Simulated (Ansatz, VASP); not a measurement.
# One calculation of BAs, two programs

```xyz
2
Lattice="0.0000 2.3168 2.3885 2.3168 0.0000 2.3885 2.3168 2.3168 0.0000" Properties=species:S:1:pos:R:3 pbc="T T T"
B     0.0000    0.0000    0.0000
As    3.4753    3.4753    3.5827
```

Change from the starting cell: equal xx and yy strain of -3 %, crystal datasets.

Alike in both runs: task electric field gradients; functional PBE; k mesh 15 × 15 × 15; occupations fermi-dirac, width 0.03 eV; no spin polarisation.

```csv
,VASP,Ansatz
version,VASP 6.6.1,Ansatz 0.2.0
potentials or method,"VASP PAW PBE potentials, release 64 (B, As), cutoff 520 eV","all-electron PAW with datasets made for the crystal, scalar-relativistic"
```

```tsv
	VASP	Ansatz	Ansatz less VASP
pressure (GPa)	13.5	12.5	-0.94
traceless stress, the component that is largest in VASP (GPa)	-4.61	-4.65	-0.032
size of Vzz on the site where it differs most (V/Å²)	3.9	3.4	-0.54
```

Ansatz ran all-electron here, and VASP with PAW potentials.
